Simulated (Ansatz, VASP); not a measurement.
# W: VASP beside Ansatz

```
W
1.0
    -1.56751    1.56751    1.56751
     1.56751   -1.56751    1.56751
     1.56751    1.56751   -1.56751
W
1
Direct
  0.00000 0.00000 0.00000
```

Alike in both runs: functional LDA; k mesh 24 × 24 × 24; occupations gaussian, width 0.1 eV; no spin polarisation.

Ansatz relaxed the structure, and its values are those at the end. VASP's run is a single point on that final structure, the one shown.

|  | VASP | Ansatz |
| --- | --- | --- |
| version | VASP 6.6.1 | Ansatz 0.2.0 |
| potentials or method | VASP PAW LDA potentials, release 64 (W_sv) | scalar-relativistic, plane waves, PAW |
| plane-wave cutoff (eV) | 520 | 420 |
| valence electrons in the cell | 14 | 14 |

Ansatz gave:

```
gap on the k mesh at the Fermi level (eV) : none
pressure (GPa)                            : 0.0
```

**Question.** Estimate VASP's values.

**Answer.** gap on the k mesh at the Fermi level (eV): none; pressure (GPa): 2.0.

LDA's correlation is that of Perdew and Zunger in VASP and of Perdew and Wang (1992) in Ansatz. A gap of «none» marks a metal or a gap that the smearing closes.

Spin-orbit coupling is off throughout.
